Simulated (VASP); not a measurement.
# MoSe (P6_3/mmc) in VASP: a series of runs

Runs on MoSe. Level: PBE. Tasks: single point, relaxation of cell and atoms.

All numbers are computed with VASP 6.6.1; they aren't measurements. Logs are shortened: lines on timing, memory, paths and dates and some standing lists are left out, and cuts for length are marked.

### 1 The cell of the first run

The structure is hexagonal, space group P6_3/mmc (No. 194). The conventional cell has a = 3.284 Å, b = 3.284 Å, c = 7.151 Å, α = 90.00°, β = 90.00°, γ = 120.00°. Within 3.4 Å of Mo (site symmetry -3m) lie 6 Se at 2.61 Å and 6 Mo at 3.28 Å. Within 3.4 Å of Se (site symmetry -6m2) lie 6 Mo at 2.61 Å and 6 Se at 3.28 Å.

### 2 Single point, PBE

INCAR

```
SYSTEM = MoSe
  PREC = Accurate
  ENCUT = 520
  EDIFF = 1E-6
  ISMEAR = 0
  SIGMA = 0.1
  LREAL = .False.
  LASPH = .True.
  NELM = 60
  ALGO = Normal
  ISIF = 2
  LWAVE = .False.
  LCHARG = .False.
  GGA = PE
  NBANDS = 28
```

KPOINTS

```
regular mesh
0
Gamma
  12 12 6
  0 0 0
```

POSCAR

```
MoSe
1.0
    3.2843875037      0.0000000000      0.0000000000
   -1.6421937519      2.8443630141      0.0000000000
    0.0000000000      0.0000000000      7.1509743574
Mo Se
2 2
Direct
    0.0000000000      0.0000000000      0.0000000000
    0.0000000000      0.0000000000      0.5000000000
    0.3333333333      0.6666666667      0.2500000000
    0.6666666667      0.3333333333      0.7500000000
```

Potentials or basis: VASP PAW PBE potentials, release 64 (Mo_sv, Se).

Launch:

```
$ cat potpaw_PBE.64/Mo_sv/POTCAR potpaw_PBE.64/Se/POTCAR > POTCAR
$ mpirun -np 1 vasp_std > vasp.out
```

OUTCAR:

```text
SYSTEM = MoSe
   PREC = Accurate
   ENCUT = 520
   EDIFF = 1E-6
   ISMEAR = 0
   LREAL = .False.
   LASPH = .True.
   NELM = 60
   ISIF = 2
   GGA = PE

 ion  position               nearest neighbor table
   1  0.000  0.000  0.000-   3 2.61   4 2.61   4 2.61   3 2.61   4 2.61   3 2.61
   2  0.000  0.000  0.500-   3 2.61   4 2.61   4 2.61   3 2.61   4 2.61   3 2.61
   3  0.333  0.667  0.250-   1 2.61   2 2.61   1 2.61   2 2.61   1 2.61   2 2.61
   4  0.667  0.333  0.750-   1 2.61   2 2.61   1 2.61   2 2.61   1 2.61   2 2.61

  LATTYP: Found a hexagonal cell.
 ALAT       =     3.2843875037
 C/A-ratio  =     2.1772626858

  Lattice vectors:

 A1 = (   3.2843875037,   0.0000000000,   0.0000000000)
 A2 = (  -1.6421937519,   2.8443630141,   0.0000000000)
 A3 = (   0.0000000000,   0.0000000000,   7.1509743574)

Analysis of symmetry for initial positions (statically):
=====================================================================
 Subroutine PRICEL returns:
 Original cell was already a primitive cell.

 Routine SETGRP: Setting up the symmetry group for a
 hexagonal supercell.

 Subroutine GETGRP returns: Found 24 space group operations
 (whereof 12 operations were pure point group operations)
 out of a pool of 24 trial point group operations.

The static configuration has the point symmetry D_3d.
 The point group associated with its full space group is D_6h.

Analysis of symmetry for dynamics (positions and initial velocities):
=====================================================================
 Subroutine PRICEL returns:
 Original cell was already a primitive cell.

 Routine SETGRP: Setting up the symmetry group for a
 hexagonal supercell.

 Subroutine GETGRP returns: Found 24 space group operations
 (whereof 12 operations were pure point group operations)
 out of a pool of 24 trial point group operations.

The dynamic configuration has the point symmetry D_3d.
 The point group associated with its full space group is D_6h.

 Subroutine INISYM returns: Found 24 space group operations
 (whereof 12 operations are pure point group operations),
 and found     1 'primitive' translations

----------------------------------------------------------------------------------------

                                     Primitive cell

  volume of cell :      66.8043

  direct lattice vectors                    reciprocal lattice vectors
     3.284387504  0.000000000  0.000000000     0.304470772  0.175786282  0.000000000
    -1.642193752  2.844363014  0.000000000     0.000000000  0.351572565  0.000000000
     0.000000000  0.000000000  7.150974357     0.000000000  0.000000000  0.139841083

  length of vectors
     3.284387504  3.284387504  7.150974357     0.351572565  0.351572565  0.139841083

  position of ions in fractional coordinates (direct lattice)
     0.000000000  0.000000000  0.000000000
     0.000000000  0.000000000  0.500000000
     0.333333333  0.666666667  0.250000000
     0.666666667  0.333333333  0.750000000

  ion indices of the primitive-cell ions
   primitive index   ion index
                 1           1
                 2           2
                 3           3
                 4           4

----------------------------------------------------------------------------------------

 KPOINTS: regular mesh

Automatic generation of k-mesh.
 Grid dimensions read from file:
 generate k-points for:   12   12    6

 Generating k-lattice:

  Cartesian coordinates                     Fractional coordinates (reciprocal lattice)
     0.025372564  0.014648857  0.000000000     0.083333333  0.000000000  0.000000000
     0.000000000  0.029297714  0.000000000     0.000000000  0.083333333  0.000000000
     0.000000000  0.000000000  0.023306847     0.000000000  0.000000000  0.166666667

  Length of vectors
     0.029297714  0.029297714  0.023306847

  Shift w.r.t. Gamma in fractional coordinates (k-lattice)
     0.000000000  0.000000000  0.000000000

 Subroutine IBZKPT returns following result:
 ===========================================

 Found     76 irreducible k-points:

 Following reciprocal coordinates:
            Coordinates               Weight
  0.000000  0.000000  0.000000      1.000000
  0.083333 -0.000000  0.000000      6.000000
  0.166667  0.000000  0.000000      6.000000
  0.250000  0.000000  0.000000      6.000000
  0.333333 -0.000000  0.000000      6.000000
  0.416667 -0.000000  0.000000      6.000000
[... 16 lines left out ...]
  0.250000  0.000000  0.166667     12.000000
  0.333333 -0.000000  0.166667     12.000000
 [... further k-points ...]
   k-points           NKPTS =     76   k-points in BZ     NKDIM =     76   number of bands    NBANDS=     28
   number of dos      NEDOS =    301   number of ions     NIONS =      4
   total plane-waves  NPLWV =  31104
   dimension x,y,z NGX =    24 NGY =   24 NGZ =   54
   dimension x,y,z NGXF=    48 NGYF=   48 NGZF=  108
   ions per type =               2   2
   NGX,Y,Z   is equivalent  to a cutoff of  12.15, 12.15, 12.55 a.u.
   NGXF,Y,Z  is equivalent  to a cutoff of  24.30, 24.30, 25.11 a.u.
 SYSTEM =  MoSe
   PREC   = accura    normal or accurate (medium, high low for compatibility)
   ISTART =      0    job   : 0-new  1-cont  2-samecut
   ICHARG =      2    charge: 1-file 2-atom 10-const
   ISPIN  =      1    spin polarized calculation?
   LNONCOLLINEAR =      F non collinear calculations
   LSORBIT =      F    spin-orbit coupling
   LASPH  =      T    aspherical Exc in radial PAW
   ENCUT  =  520.0 eV  38.22 Ry    6.18 a.u.   6.11  6.11 13.30*2*pi/ulx,y,z
   NELM   =     60;   NELMIN=  2; NELMDL= -5     # of ELM steps
   EDIFF  = 0.1E-05   stopping-criterion for ELM
   LREAL  =      F    real-space projection
   EDIFFG = 0.1E-04   stopping-criterion for IOM
   NSW    =      0    number of steps for IOM
   IBRION =     -1    ionic relax: 0-MD 1-quasi-New 2-CG
   NFREE  =      0    steps in history (QN), initial steepest desc. (CG)
   ISIF   =      2    stress and relaxation
   ISYM   =      2    0-nonsym 1-usesym 2-fastsym
   POTIM  = 0.5000    time-step for ionic-motion
   TEBEG  =    0.0;   TEEND  =   0.0 temperature during run
   PSTRESS=    0.0 pullay stress
   NELECT =      40.0000    total number of electrons
   NUPDOWN=      -1.0000    fix difference up-down
   EMIN   =  10.00;   EMAX   =-10.00  energy-range for DOS
   EFERMI =   0.00;   METHOD = LEGACY
   ISMEAR =     0;   SIGMA  =   0.10  broadening in eV -4-tet -1-fermi 0-gaus
   EFERMI_NEDOS =   21; number of points for ismear=-14 and -15
   IALGO  =     38    algorithm
   IMIX   =      4    mixing-type and parameters
     AMIX     =   0.40;   BMIX     =  1.00
     AMIX_MAG =   1.60;   BMIX_MAG =  1.00
  volume/ion in A,a.u.               =      16.70       112.70
  Fermi-wavevector in a.u.,A,eV,Ry     =   1.379833  2.607507 25.904675  1.903940
  Thomas-Fermi vector in A             =   2.504766
   LORBIT       =      0    0 simple, 1 ext, 2 COOP (PROOUT), +10 PAW based schemes
   GGA     = PE    functional components
   LHFCALC =     F    Hartree Fock is set to
   AEXX    =    0.0000 exact exchange contribution
   IVDW    =     0    specifies the selected vdW correction
   LEPSILON=     F    determine dielectric tensor
   LRPA    =     F    only Hartree local field effects (RPA)
 non-spin polarized calculation
 Gauss-broadening in eV      SIGMA  =   0.10
  energy-cutoff  :      520.00
  volume of cell :       66.80
 maximum number of plane-waves:      1824
   NGX = 13   NGY = 13   NGZ = 27

 number of electron      40.0000005 magnetization

 Free energy of the ion-electron system (eV)
  ---------------------------------------------------
  ext. energy  EPLUGINS =         0.00000000
  ---------------------------------------------------
  free energy    TOTEN  =       -28.61230036 eV

  energy without entropy =      -28.59474133  energy(sigma->0) =      -28.60352084

 E-fermi :  10.4454     XC(G=0): -12.1563

 val. band max:       10.4402272102   @ k =   0.2500   0.0000   0.1667
 cond. band min:      10.4480005252   @ k =   0.3333   0.1667   0.1667
 fundamental gap:      0.0077733150
 Fermi energy:        10.4453830429

 k-point     1 :       0.0000    0.0000    0.0000
  band No.  band energies     occupation
      1     -51.0052      2.00000
      2     -51.0006      2.00000
      3     -25.3322      2.00000
      4     -25.2242      2.00000
      5     -24.9611      2.00000
      6     -24.9611      2.00000
[... 20 lines left out ...]
     27      14.0381      0.00000
     28      15.0977      0.00000

 k-point     2 :       0.0833   -0.0000    0.0000
  band No.  band energies     occupation
      1     -51.0036      2.00000
      2     -50.9990      2.00000
      3     -25.3280      2.00000
      4     -25.2213      2.00000
      5     -24.9794      2.00000
      6     -24.9707      2.00000
[... 20 lines left out ...]
     27      14.3604      0.00000
     28      15.7597      0.00000

 k-point     3 :       0.1667    0.0000    0.0000
  band No.  band energies     occupation
      1     -50.9992      2.00000
      2     -50.9946      2.00000
      3     -25.3164      2.00000
      4     -25.2134      2.00000
      5     -25.0290      2.00000
      6     -25.0181      2.00000
[... 20 lines left out ...]
     27      15.1911      0.00000
     28      16.5425      0.00000

 k-point     4 :       0.2500    0.0000    0.0000
  band No.  band energies     occupation
      1     -50.9931      2.00000
      2     -50.9886      2.00000
      3     -25.3006      2.00000
      4     -25.2027      2.00000
      5     -25.0961      2.00000
      6     -25.0821      2.00000
[... 578 lines left out ...]
     27      15.5056      0.00000
     28      16.7150      0.00000

 k-point    23 :       0.2500    0.0000    0.1667
  band No.  band energies     occupation
      1     -50.9928      2.00000
      2     -50.9889      2.00000
      3     -25.2941      2.00000
      4     -25.2093      2.00000
      5     -25.0951      2.00000
      6     -25.0830      2.00000
[... 20 lines left out ...]
     27      15.7432      0.00000
     28      16.2855      0.00000

 k-point    24 :       0.3333   -0.0000    0.1667
  band No.  band energies     occupation
      1     -50.9867      2.00000
      2     -50.9828      2.00000
      3     -25.2786      2.00000
      4     -25.1984      2.00000
      5     -25.1611      2.00000
      6     -25.1465      2.00000
[... 20 lines left out ...]
     27      15.3701      0.00000
     28      15.8263      0.00000

 [... further k-points ...]
[... 5 lines left out ...]
  --------------------------------------------------------------------------------------
  -------------------------------------------------------------------------------------
  Total        0.1310578      0.1310578      0.1456205     -0.0000000      0.0000000      0.0000000
  in kB        3.1431760      3.1431760      3.4924362     -0.0000000      0.0000000      0.0000000
  external PRESSURE =       3.2595960 kB  Pullay stress =       0.0000000 kB

 VOLUME and BASIS-vectors are now :
 -----------------------------------------------------------------------------
  energy-cutoff  :      520.00
  volume of cell :       66.80
      direct lattice vectors                 reciprocal lattice vectors
     3.284387504  0.000000000  0.000000000     0.304470772  0.175786282  0.000000000
    -1.642193752  2.844363014  0.000000000     0.000000000  0.351572565  0.000000000
     0.000000000  0.000000000  7.150974357     0.000000000  0.000000000  0.139841083

 POSITION                                       TOTAL-FORCE (eV/Angst)
 -----------------------------------------------------------------------------------
      0.00000      0.00000      0.00000        -0.000000      0.000000     -0.000000
      0.00000      0.00000      3.57549         0.000000      0.000000     -0.000000
     -0.00000      1.89624      1.78774         0.000000      0.000000     -0.000000
      1.64219      0.94812      5.36323         0.000000     -0.000000      0.000000
 -----------------------------------------------------------------------------------
    total drift:                               -0.000000      0.000000      0.000000

  FREE ENERGIE OF THE ION-ELECTRON SYSTEM (eV)
  ---------------------------------------------------
  free  energy   TOTEN  =       -28.6123003553 eV

  energy  without entropy=      -28.5947413266  energy(sigma->0) =      -28.60352084
```

It took 1.7 min on 1 thread of AMD EPYC 9R14 (Zen 4), shared host; peak memory 0.22 GiB.

Results:

```
Free energy            : -28.6123 eV
Pressure               : 0.3 GPa
Band gap on the k mesh : zero (band 20 reaches 11.16 eV, above the bottom of band 21 at 9.50 eV)
```

### 3 Single point, PBE, collinear spin, ferromagnetic start

This run uses another cell than the first one, of 17.00 Å³/atom, 1.018 times its volume.

INCAR

```
PREC = Accurate
ENCUT = 520
EDIFF = 1E-7
ISMEAR = 0
SIGMA = 0.1
LREAL = False
LASPH = True
NELM = 150
ALGO = Normal
ISIF = 2
LWAVE = False
LCHARG = False
ISPIN = 2
MAGMOM = 0.26 0.26 0 0
LORBIT = 11
LMAXMIX = 4
GGA = PE
NBANDS = 32
```

KPOINTS

```
Automatic mesh
0
Gamma
  6 6 4
```

POSCAR

```
MoSe
1.0
    3.4404515574      0.0000000000      0.0000000000
   -1.7202257787      2.9795184492      0.0000000000
    0.0000000000      0.0000000000      6.6353660461
Mo Se
2 2
Direct
    0.0000000000      0.0000000000      0.0000000000
    0.0000000000      0.0000000000      0.5000000000
    0.3333333333      0.6666666667      0.2500000000
    0.6666666667      0.3333333333      0.7500000000
```

Potentials or basis: VASP PAW PBE potentials, release 64 (Mo_sv, Se).

Launch:

```
$ cat potpaw_PBE.64/Mo_sv/POTCAR potpaw_PBE.64/Se/POTCAR > POTCAR
$ mpirun -np 1 vasp_std > vasp.out
```

OUTCAR:

```text
PREC = Accurate
   ENCUT = 520
   EDIFF = 1E-7
   ISMEAR = 0
   LREAL = False
   LASPH = True
   NELM = 150
   ISIF = 2
   ISPIN = 2
   LORBIT = 11
   GGA = PE

 ion  position               nearest neighbor table
   1  0.000  0.000  0.000-   3 2.59   4 2.59   4 2.59   3 2.59   4 2.59   3 2.59   2 3.32   2 3.32

   2  0.000  0.000  0.500-   3 2.59   4 2.59   4 2.59   3 2.59   4 2.59   3 2.59   1 3.32   1 3.32

   3  0.333  0.667  0.250-   1 2.59   2 2.59   1 2.59   2 2.59   1 2.59   2 2.59
[... 1702 lines left out ...]
      direct lattice vectors                 reciprocal lattice vectors
     3.440451557  0.000000000  0.000000000     0.290659521  0.167812352  0.000000000
    -1.720225779  2.979518449  0.000000000     0.000000000  0.335624705  0.000000000
     0.000000000  0.000000000  6.635366046     0.000000000  0.000000000  0.150707586

 POSITION                                       TOTAL-FORCE (eV/Angst)
 -----------------------------------------------------------------------------------
      0.00000      0.00000      0.00000         0.000000      0.000000      0.000000
      0.00000      0.00000      3.31768         0.000000      0.000000      0.000000
     -0.00000      1.98635      1.65884        -0.000000     -0.000000     -0.000000
      1.72023      0.99317      4.97652         0.000000     -0.000000     -0.000000
 -----------------------------------------------------------------------------------
    total drift:                               -0.000000      0.000000      0.000000

  FREE ENERGIE OF THE ION-ELECTRON SYSTEM (eV)
  ---------------------------------------------------
  free  energy   TOTEN  =       -28.5571491094 eV

  energy  without entropy=      -28.5416577588  energy(sigma->0) =      -28.54940343

 total charge

# of ion       s       p       d       tot
------------------------------------------
    1        2.215   6.122   4.064  12.401
    2        2.215   6.122   4.064  12.401
    3        1.426   2.389   0.137   3.953
    4        1.426   2.389   0.137   3.953
--------------------------------------------------
tot          7.283  17.023   8.401  32.707

 magnetization (x)

# of ion       s       p       d       tot
------------------------------------------
    1        0.000   0.000   0.000   0.000
    2        0.000   0.000   0.000   0.000
    3       -0.000  -0.000   0.000  -0.000
    4       -0.000  -0.000   0.000  -0.000
--------------------------------------------------
tot         -0.000  -0.000   0.000   0.000
```

OSZICAR:

```text
N       E                     dE             d eps       ncg     rms          rms(c)
DAV:   1     0.352228096632E+03    0.35223E+03   -0.21431E+04  2712   0.120E+03
DAV:   2    -0.172643796863E+02   -0.36949E+03   -0.35711E+03  3128   0.358E+02
DAV:   3    -0.294449022966E+02   -0.12181E+02   -0.11980E+02  3224   0.615E+01
DAV:   4    -0.295401679939E+02   -0.95266E-01   -0.95209E-01  2920   0.571E+00
DAV:   5    -0.295408682718E+02   -0.70028E-03   -0.70023E-03  3248   0.469E-01    0.211E+01
DAV:   6    -0.286060190288E+02    0.93485E+00   -0.33729E+00  2832   0.113E+01    0.757E+00
DAV:   7    -0.285684709541E+02    0.37548E-01   -0.22304E-01  2872   0.296E+00    0.428E+00
DAV:   8    -0.285570187995E+02    0.11452E-01   -0.38949E-02  3136   0.114E+00    0.899E-01
DAV:   9    -0.285570702159E+02   -0.51416E-04   -0.14212E-03  3136   0.210E-01    0.269E-01
DAV:  10    -0.285570978023E+02   -0.27586E-04   -0.43696E-04  3016   0.116E-01    0.109E-01
DAV:  11    -0.285571475770E+02   -0.49775E-04   -0.67927E-05  2928   0.512E-02    0.275E-02
DAV:  12    -0.285571492874E+02   -0.17104E-05   -0.77679E-06  3136   0.180E-02    0.112E-02
DAV:  13    -0.285571493610E+02   -0.73559E-07   -0.17656E-06  3008   0.824E-03    0.277E-03
DAV:  14    -0.285571492058E+02    0.15516E-06   -0.98604E-08  2248   0.179E-03    0.136E-03
DAV:  15    -0.285571491094E+02    0.96402E-07   -0.38700E-08  1824   0.112E-03
   1 F= -.28557149E+02 E0= -.28549403E+02  d E =-.154914E-01  mag=     0.0000
```

stdout:

```text
POSCAR found type information on POSCAR MoSe
 POSCAR found :  2 types and       4 ions
 scaLAPACK will be used
 LDA part: xc-table for (Slater+PW92), standard interpolation
 POSCAR, INCAR and KPOINTS ok, starting setup
 FFT: planning ... GRIDC
 FFT: planning ... GRID_SOFT
 FFT: planning ... GRID
 WAVECAR not read
 entering main loop
```

Wall time 1.7 min (1 thread of AMD EPYC 9R14 (Zen 4), shared host); peak memory 0.22 GiB.

Results:

```yaml
Free_energy: -28.5571 eV
Pressure: 0.4 GPa
Band_gap_on_the_k_mesh: zero (filled and empty bands overlap)
Net_moment: 0.00 μB per cell
Valence_electrons_inside_the_program's_atomic_spheres: Mo 12.40; Se 3.95
```

(Continued in part 2 of 2.)
